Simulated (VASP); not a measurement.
A run of VASP 6.6.1:

Contents of POSCAR:

```
SiC
1.0
    3.0950000000      0.0000000000      0.0000000000
   -1.5475000000      2.6803486247      0.0000000000
    0.0000000000      0.0000000000     15.1700000000
Si C
6 6
Direct
    0.6666666667      0.3333333333      0.4583000000
    0.3333333333      0.6666666667      0.9583000000
    0.6666666667      0.3333333333      0.7917000000
    0.3333333333      0.6666666667      0.2917000000
    0.0000000000      0.0000000000      0.6250000000
    0.0000000000      0.0000000000      0.1250000000
    0.6666666667      0.3333333333      0.3333000000
    0.3333333333      0.6666666667      0.8333000000
    0.6666666667      0.3333333333      0.6667000000
    0.3333333333      0.6666666667      0.1667000000
    0.0000000000      0.0000000000      0.5000000000
    0.0000000000      0.0000000000      0.0000000000
```

The input INCAR.step1:

```
SYSTEM = SiC
ALGO = Normal
EDIFF = 1E-4
ENCUT = 520
GGA = PE
ISMEAR = -1
LASPH = .TRUE.
LCHARG = .FALSE.
LREAL = .FALSE.
LWAVE = .TRUE.
NBANDS = 36
NELM = 100
PREC = Accurate
SIGMA = 0.05
```

INCAR.step2

```
SYSTEM = SiC
ALGO = Normal
EDIFF = 1E-6
ENCUT = 520
ISIF = 2
ISMEAR = -1
ISTART = 1
LASPH = .TRUE.
LCHARG = .FALSE.
LMIXTAU = .TRUE.
LREAL = .FALSE.
LWAVE = .FALSE.
METAGGA = R2SCAN
NBANDS = 36
NELM = 100
PREC = Accurate
SIGMA = 0.05
```

KPOINTS

```
k-points
0
G
  10 10 2
  0 0 0
```

Potentials or basis: VASP PAW PBE potentials, release 64 (Si, C).

The run is started by

```console
$ cat potpaw_PBE.64/Si/POTCAR potpaw_PBE.64/C/POTCAR > POTCAR
$ cp INCAR.step1 INCAR
$ mpirun -np 1 vasp_std > vasp.out
$ cp INCAR.step2 INCAR
$ mpirun -np 1 vasp_std > vasp.out
```

Hardware: 1 thread of AMD EPYC 9R14 (Zen 4), on a shared host.

Problem. How long does it take, and how much memory?

Solution. It took 7.2 min on 1 thread of AMD EPYC 9R14 (Zen 4), with other jobs on the host, peak memory 0.28 GiB. Counts: k points 28.
